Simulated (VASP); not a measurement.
Write the native input for VASP 6.6.1 that does the following.

```
Task                   : single point
Functional             : PBE
Potentials or basis    : VASP PAW PBE potentials, release 64 (Hg, Te)
Cutoff                 : 520 eV
k mesh                 : 12 × 12 × 12
Occupations            : fermi-dirac, width 0.08 eV
Spin                   : no spin polarisation
Dipole correction      : no
Further INCAR settings : ALGO = Normal; EDIFF = 1e-06; NBANDS = 16
```

The structure of HgTe lies in POSCAR:

```
HgTe
1.0
    0.0000000000      2.8820154301      2.8820154301
    2.8820154301      0.0000000000      2.8820154301
    2.8820154301      2.8820154301      0.0000000000
Hg Te
1 1
Direct
    0.0000000000      0.0000000000      0.0000000000
    0.5000000000      0.5000000000      0.5000000000
```

This cell differs from its parent crystal: volume scaled by 0.96.

These files were run (other wordings do the same):

INCAR

```
SYSTEM = HgTe
ALGO     = Normal         ! electronic algorithm
EDIFF    = 1E-6           ! SCF threshold, eV
ENCUT    = 520            ! plane-wave cutoff, eV
GGA      = PE             ! functional
ISIF     = 2              ! what is computed and relaxed
ISMEAR   = -1             ! smearing method
LASPH    = .True.         ! aspherical terms in the spheres
LCHARG   = .False.        ! write CHGCAR
LREAL    = .False.        ! projectors in reciprocal space
LWAVE    = .False.        ! write WAVECAR
NBANDS   = 16             ! bands
NELM     = 80             ! most SCF steps
PREC     = Accurate       ! precision mode
SIGMA    = 0.08           ! smearing width, eV
```

KPOINTS

```
k-points
0
Gamma
  12 12 12
  0 0 0
```

Potentials or basis: VASP PAW PBE potentials, release 64 (Hg, Te).

Launch:

```bash
$ cat potpaw_PBE.64/Hg/POTCAR potpaw_PBE.64/Te/POTCAR > POTCAR
$ mpirun -np 1 vasp_std > vasp.out
```

Results of the run:

```yaml
Pressure: 15.1 GPa
Band_gap_on_the_k_mesh: zero (band 9 reaches 6.96 eV, above the bottom of band 10 at 3.51 eV)
```

Caveat: spin-orbit coupling is left out, which moves the levels of the heavy elements.

Run time: 24 s on 1 thread of AMD EPYC 9R45 96-Core Processor (Zen 5), on a shared host, peak memory 0.18 GiB.
